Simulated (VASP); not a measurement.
The system is VSi6Ru2.

```
V Si Ru
1.0
     0.00000    3.76433    3.76433
     3.76433    0.00000    3.76433
     3.76433    3.76433    0.00000
V Si Ru
1 6 2
Cartesian
  0.0000 0.0000 0.0000
  3.7643 3.7643 5.6176
  3.7643 1.9110 3.7643
  1.9110 3.7643 3.7643
  3.7643 3.7643 1.9110
  3.7643 5.6176 3.7643
  5.6176 3.7643 3.7643
  5.6465 5.6465 5.6465
  1.8822 1.8822 1.8822
```

* Program: VASP 6.6.1
* Task: relaxation of cell and atoms
* Functional: PBE
* Potentials or basis: VASP PAW PBE potentials, release 64 (V_sv, Si, Ru_pv)
* Cutoff: 600 eV
* k mesh: 4 × 4 × 4
* Occupations: gaussian, width 0.1 eV
* Spin: collinear spin, ferromagnetic start
* Starting moments: [2.0, 0.0, 0.0, 0.0, 0.0, 0.0, 0.0, 0.0, 0.0] μB

At the start: pressure 50.6 GPa; volume 11.85 Å³/atom.

Problem. Where does the relaxation end?

Solution. Over 9 steps the energy falls by 994.4 meV/atom and the volume is 14.47 Å³/atom (+22.1 %); space group Fm-3m (No. 225, to 0.05 Å); moment 1.34 μB per cell.

The path:
| step | energy change (eV) | largest force (eV/Å) | pressure (GPa) | volume (Å³) |
| --- | --- | --- | --- | --- |
| 1 | 0.0000 | 9.3729 | 50.56 | 106.68 |
| 2 | -2.7969 | 4.2512 | -9.54 | 175.48 |
| 3 | -8.8539 | 0.3140 | -4.73 | 135.63 |
| 4 | -8.9158 | 0.0263 | -3.19 | 133.62 |
| 5 | -8.9300 | 0.3123 | -1.81 | 132.02 |
| 6 | -8.9289 | 0.2129 | -2.29 | 132.56 |
| 7 | -8.9437 | 0.2262 | 0.66 | 129.77 |
| 8 | -8.9486 | 0.0749 | -0.35 | 130.68 |
| 9 | -8.9496 | 0.0138 | 0.07 | 130.22 |

Final structure:
```
CELL_PARAMETERS angstrom
0.00000 4.02300 4.02300
4.02300 0.00000 4.02300
4.02300 4.02300 0.00000
ATOMIC_POSITIONS crystal
V 0.00000 0.00000 0.00000
Si 0.71528 0.71528 0.28472
Si 0.28472 0.71528 0.28472
Si 0.71528 0.28472 0.28472
Si 0.28472 0.28472 0.71528
Si 0.71528 0.28472 0.71528
Si 0.28472 0.71528 0.71528
Ru 0.75000 0.75000 0.75000
Ru 0.25000 0.25000 0.25000
```

Caveat: the k points lie up to 0.34 Å⁻¹ apart in the final cell; the volume moved by over 15 % at a fixed basis, so the end points are rough.
